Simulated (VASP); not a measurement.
# Ta: single point with PBE+D3(BJ)

Ta:

```
Ta
1.0
    -1.64250    1.64250    1.64250
     1.64250   -1.64250    1.64250
     1.64250    1.64250   -1.64250
Ta
1
Direct
  0.00000 0.00000 0.00000
```

```yaml
Program: VASP 6.6.1
Task: single point
Functional: PBE
Dispersion: D3(BJ)
Potentials_or_basis: VASP PAW PBE potentials, release 64 (Ta_pv)
Cutoff: 520 eV
k_mesh: 18 × 18 × 18
Occupations: gaussian, width 0.1 eV
Spin: no spin polarisation
```

The pressure is 0.1 GPa. The dispersion energy per atom is -0.674 eV.

Levels at points of the mesh, in eV from the Fermi level:
| k point | band 3 | band 4 | band 5 | band 6 | band 7 | band 8 |
| --- | --- | --- | --- | --- | --- | --- |
| (0.00, 0.00, 0.00) | -33.02 | -7.99 | 0.72 | 0.72 | 0.72 | 4.05 |
| (0.50, 0.00, 0.00) | -33.03 | -4.46 | -1.60 | 1.65 | 3.95 | 4.99 |
| (0.50, 0.50, 0.50) | -33.88 | -3.91 | -3.91 | 6.96 | 6.96 | 6.96 |

Wall time 35 s on 1 thread of Intel(R) Xeon(R) Platinum 8259CL CPU @ 2.50GHz (Skylake/Cascade Lake), with other jobs on the host, peak memory 0.17 GiB.

Caveat: spin-orbit coupling is left out, which moves the levels of the heavy elements; pairwise dispersion overbinds metals, which lowers pressure and volume.
